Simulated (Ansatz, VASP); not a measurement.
# Al: VASP beside Ansatz

```
Al
1.0
     0.00000    2.02398    1.97338
     2.02398    0.00000    1.97338
     2.02398    2.02398    0.00000
Al
1
Cartesian
  0.0000 0.0000 0.0000
```

Change from the starting cell: strain +0.000 along x and y, -0.025 along z, atoms carried along.

Alike in both runs: task single point; functional PBE; k mesh 20 × 20 × 20; occupations gaussian, width 0.15 eV; no spin polarisation.

|  | VASP | Ansatz |
| --- | --- | --- |
| version | VASP 6.6.1 | Ansatz 0.2.0 |
| potentials or method | VASP PAW PBE potentials, release 64 (Al), cutoff 520 eV | scalar-relativistic, plane waves, PAW |
| valence electrons in the cell | 3 | 3 |

|  | VASP | Ansatz | Ansatz less VASP |
| --- | --- | --- | --- |
| gap on the k mesh at the Fermi level (eV) | none | none | - |
| pressure (GPa) | 1.6 | 1.7 | +0.04 |
| traceless stress, the component that is largest in VASP (GPa) | 0.48 | 0.49 | +0.004 |

A gap of «none» marks a metal or a gap that the smearing closes. The functional is the same, so the differences come from potentials, cutoffs and numerics.
